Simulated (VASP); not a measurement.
# BeTe (rocksalt type) (Fm-3m) in VASP: further runs, part 3 of 3

VASP 6.6.1. The steps go on from the part before.

**6. Electric field gradients, PBE (volume scaled by 1.04)**

The input, INCAR:

```
ALGO     = Normal         # electronic algorithm
EDIFF    = 1E-8           # SCF threshold, eV
ENCUT    = 520            # plane-wave cutoff, eV
GGA      = PE             # functional
ISIF     = 2              # what is computed and relaxed
ISMEAR   = -1             # smearing method
LASPH    = T              # aspherical terms in the spheres
LCHARG   = F              # write CHGCAR
LEFG     = T            
LREAL    = F              # projectors in reciprocal space
LWAVE    = F              # write WAVECAR
NBANDS   = 11             # bands
NELM     = 60             # most SCF steps
PREC     = Accurate       # precision mode
SIGMA    = 0.05           # smearing width, eV
```

The input, KPOINTS:

```
k-points
0
Gamma
  13 13 13
```

The input, POSCAR:

```
BeTe
1.0
    0.0000000000      2.7153272397      2.7153272397
    2.7153272397      0.0000000000      2.7153272397
    2.7153272397      2.7153272397      0.0000000000
Be Te
1 1
Direct
    0.0000000000      0.0000000000      0.0000000000
    0.5000000000      0.5000000000      0.5000000000
```

Potentials or basis: VASP PAW PBE potentials, release 64 (Be, Te).

Launch:

```sh
$ cat potpaw_PBE.64/Be/POTCAR potpaw_PBE.64/Te/POTCAR > POTCAR
$ mpirun -np 1 vasp_std > vasp.out
```

OUTCAR:

```text
EDIFF = 1E-8
   ENCUT = 520
   GGA = PE
   ISIF = 2
   ISMEAR = -1
   LASPH = T
   LREAL = F
   NELM = 60
   PREC = Accurate

 ion  position               nearest neighbor table
   1  0.000  0.000  0.000-   2 2.72   2 2.72   2 2.72   2 2.72   2 2.72   2 2.72
   2  0.500  0.500  0.500-   1 2.72   1 2.72   1 2.72   1 2.72   1 2.72   1 2.72

  LATTYP: Found a face centered cubic cell.
 ALAT       =     5.4306544794

  Lattice vectors:

 A1 = (   0.0000000000,   2.7153272397,   2.7153272397)
 A2 = (   2.7153272397,   0.0000000000,   2.7153272397)
 A3 = (   2.7153272397,   2.7153272397,   0.0000000000)

Analysis of symmetry for initial positions (statically):
=====================================================================
 Subroutine PRICEL returns:
 Original cell was already a primitive cell.

 Routine SETGRP: Setting up the symmetry group for a
 face centered cubic supercell.

 Subroutine GETGRP returns: Found 48 space group operations
[... 523 lines left out ...]
  volume of cell :       40.04
      direct lattice vectors                 reciprocal lattice vectors
     0.000000000  2.715327240  2.715327240    -0.184139868  0.184139868  0.184139868
     2.715327240  0.000000000  2.715327240     0.184139868 -0.184139868  0.184139868
     2.715327240  2.715327240  0.000000000     0.184139868  0.184139868 -0.184139868

 POSITION                                       TOTAL-FORCE (eV/Angst)
 -----------------------------------------------------------------------------------
      0.00000      0.00000      0.00000        -0.000000     -0.000000      0.000000
      2.71533      2.71533      2.71533         0.000000      0.000000     -0.000000
 -----------------------------------------------------------------------------------
    total drift:                               -0.000000     -0.000000      0.000000

  FREE ENERGIE OF THE ION-ELECTRON SYSTEM (eV)
  ---------------------------------------------------
  free  energy   TOTEN  =        -6.5946910365 eV

  energy  without entropy=       -6.5898362394  energy(sigma->0) =       -6.59226364

 Electric field gradients (V/A^2)
---------------------------------------------------------------------
 ion       V_xx      V_yy      V_zz      V_xy      V_xz      V_yz
---------------------------------------------------------------------
   1       0.000    -0.000    -0.000     0.000     0.000     0.000
   2       0.000    -0.000     0.000    -0.000    -0.000    -0.000
---------------------------------------------------------------------

 Electric field gradients after diagonalization (V/A^2)
 (convention: |V_zz| > |V_xx| > |V_yy|)
----------------------------------------------------------------------
 ion       V_xx      V_yy      V_zz     asymmetry (V_yy - V_xx)/ V_zz
----------------------------------------------------------------------
   1      -0.000    -0.000     0.000       0.000
   2       0.000     0.000    -0.000       0.000
----------------------------------------------------------------------

           NMR quadrupolar parameters

 Cq : quadrupolar parameter    Cq=e*Q*V_zz/h
 eta: asymmetry parameters     (V_yy - V_xx)/ V_zz
 Q  : nuclear electric quadrupole moment in mb (millibarn)
----------------------------------------------------------------------
 ion       Cq(MHz)       eta       Q (mb)
----------------------------------------------------------------------
   1       0.000       0.000       1.000
   2      -0.000       0.000       1.000
----------------------------------------------------------------------
```

OSZICAR:

```text
N       E                     dE             d eps       ncg     rms          rms(c)
DAV:   1     0.183268688422E+02    0.18327E+02   -0.33537E+03  1848   0.595E+02
DAV:   2    -0.553858843023E+01   -0.23865E+02   -0.23179E+02  2438   0.901E+01
DAV:   3    -0.657882300488E+01   -0.10402E+01   -0.10222E+01  2379   0.192E+01
DAV:   4    -0.658814125612E+01   -0.93183E-02   -0.93171E-02  2101   0.213E+00
DAV:   5    -0.658828020266E+01   -0.13895E-03   -0.13894E-03  2294   0.269E-01    0.496E+00
DAV:   6    -0.659114092827E+01   -0.28607E-02   -0.22399E-03  2104   0.303E-01    0.303E+00
DAV:   7    -0.659460492253E+01   -0.34640E-02   -0.43802E-03  2025   0.472E-01    0.664E-02
DAV:   8    -0.659466008831E+01   -0.55166E-04   -0.10502E-04  2249   0.530E-02    0.367E-02
DAV:   9    -0.659469127802E+01   -0.31190E-04   -0.34290E-05  2045   0.378E-02    0.100E-02
DAV:  10    -0.659469113031E+01    0.14771E-06   -0.14802E-06  2350   0.651E-03    0.681E-03
DAV:  11    -0.659469091208E+01    0.21823E-06   -0.34920E-07  2036   0.336E-03    0.141E-03
DAV:  12    -0.659469099241E+01   -0.80334E-07   -0.40280E-09  1499   0.436E-04    0.395E-04
DAV:  13    -0.659469103502E+01   -0.42613E-07   -0.58710E-09  1833   0.495E-04    0.252E-04
DAV:  14    -0.659469103646E+01   -0.14412E-08   -0.13619E-10  1104   0.768E-05
   1 F= -.65946910E+01 E0= -.65922636E+01  d E =-.485480E-02
```

stdout:

```text
POSCAR found type information on POSCAR BeTe
 POSCAR found :  2 types and       2 ions
 scaLAPACK will be used
 LDA part: xc-table for (Slater+PW92), standard interpolation
 POSCAR, INCAR and KPOINTS ok, starting setup
 FFT: planning ... GRIDC
 FFT: planning ... GRID_SOFT
 FFT: planning ... GRID
 WAVECAR not read
 entering main loop
ion   1

ion   2
```

Run time: 23 s. Hardware: 1 thread of AMD EPYC 9R45 (Zen 5), shared host; peak memory 0.16 GiB.

What came out:

```
Free energy            : -6.5947 eV
Pressure               : -2.4 GPa
Band gap on the k mesh : zero (band 4 reaches 7.02 eV, above the bottom of band 5 at 5.87 eV)
```

Levels at points of the mesh, in eV from the Fermi level:
```tsv
k point	band 1	band 2	band 3	band 4	band 5	band 6	band 7	band 8	band 9
(0.00, 0.00, 0.00)	-13.03	-0.23	-0.23	-0.23	2.73	6.18	6.18	6.18	6.89
```

Caveat: without QUAD_EFG the Cq values of the log hold for a quadrupole moment of 1 mb, not for the nuclei; spin-orbit coupling is left out, which moves the levels of the heavy elements.

**7. Overview**

| cell | gap on the mesh (eV) | pressure (GPa) |
| --- | --- | --- |
| a = 3.739 Å, angles 60.0°, 2 atoms | none | 3.1 |
| a = 3.765 Å, angles 60.0°, 2 atoms | none | 1.5 |
| a = 3.790 Å, angles 60.0°, 2 atoms | none | 0.1 |
| a = 3.815 Å, angles 60.0°, 2 atoms | none | -1.2 |
| a = 3.840 Å, angles 60.0°, 2 atoms | none | -2.4 |

Alike in all rows: task electric field gradients; level PBE; potentials or basis VASP PAW PBE potentials, release 64 (Be, Te); no spin polarisation; k mesh 13 × 13 × 13; cutoff (eV) 520; smearing fermi-dirac 0.05 eV.

Caveats: spin-orbit coupling is left out, which moves the levels of the heavy elements.

Total energies depend on the potentials used, so only differences within one code and one set of settings carry meaning.
